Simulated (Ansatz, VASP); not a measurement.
# Zr2Pd2Se: VASP beside Ansatz

Contents of INCAR:

```
  PREC = Accurate
  ENCUT = 600
  EDIFF = 1E-7
  ISMEAR = 0
  SIGMA = 0.1
  LREAL = False
  LASPH = True
  NELM = 60
  ALGO = Normal
  ISIF = 3
  LWAVE = False
  LCHARG = False
  GGA = PE
  IBRION = 2
  NSW = 90
  EDIFFG = -0.04
```

The input KPOINTS:

```
regular mesh
0
Gamma
  6 6 4
```

Contents of POSCAR:

```
Zr2Pd2Se
1.0
    4.9223944900      0.0000000000      0.0000000000
   -2.4611972400      4.2629186700      0.0000000000
    0.0000000000      0.0000000000      4.2467624300
Zr Pd Se
2 2 1
Direct
    0.3333333300      0.6666666700      0.5000000000
    0.6666666700      0.3333333300      0.5000000000
    0.3333333300      0.6666666700      0.0000000000
    0.6666666700      0.3333333300      0.0000000000
    0.0000000000      0.0000000000      0.5000000000
```

Input for Ansatz:

```yaml
crystal:
  lattice:
    - [4.92239449, 0.0, 0.0]
    - [-2.46119724, 4.26291867, 0.0]
    - [0.0, 0.0, 4.24676243]
  atoms:
    - { symbol: Zr, position: [0.33333333, 0.66666667, 0.5] }
    - { symbol: Zr, position: [0.66666667, 0.33333333, 0.5] }
    - { symbol: Pd, position: [0.33333333, 0.66666667, 0.0] }
    - { symbol: Pd, position: [0.66666667, 0.33333333, 0.0] }
    - { symbol: Se, position: [0.0, 0.0, 0.5] }
basis:
  ecutwfc: 420
kpoints:
  mp_grid: { grid: [6, 6, 4] }
hamiltonian:
  xc: pbe
scf:
  occupations: { method: gaussian, width: 0.1 }
  lower_state_search: "off"
output:
  forces: true
  stress: true
  eigenvalues: true
relax:
  adjacent_minimum: "off"
  f_tol: 0.04
  max_steps: 70
  cell: { stress_tol: 0.4 }
```

Alike in both runs: task relaxation of cell and atoms; functional PBE; k mesh 6 × 6 × 4; occupations gaussian, width 0.1 eV; no spin polarisation.

|  | VASP | Ansatz |
| --- | --- | --- |
| version | VASP 6.6.1 | Ansatz 0.2.0 |
| potentials or method | VASP PAW PBE potentials, release 64 (Zr_sv, Pd, Se), cutoff 600 eV | scalar-relativistic, plane waves, PAW |
| valence electrons in the cell | 50 | 76 |

Ansatz gave:

- gap on the k mesh at the Fermi level, each at its own relaxed structure (eV): none
- relaxed volume (Å³/atom): 22.01
- relaxed cell length with the largest relative difference (Å): 5.154

**Question.** What did VASP give for the same quantities?

**Answer.** gap on the k mesh at the Fermi level, each at its own relaxed structure (eV): none; relaxed volume (Å³/atom): 22.01; relaxed cell length with the largest relative difference (Å): 5.157.

A gap of «none» marks a metal or a gap that the smearing closes. VASP's potentials hold 50 valence electrons a cell and Ansatz's 76, so a difference there can come from the potentials and not from the codes.

The k mesh is coarse, so the values compare programs but aren't converged. Noted on VASP's run: the volume moved by over 15 % at a fixed basis, so the end points are rough.
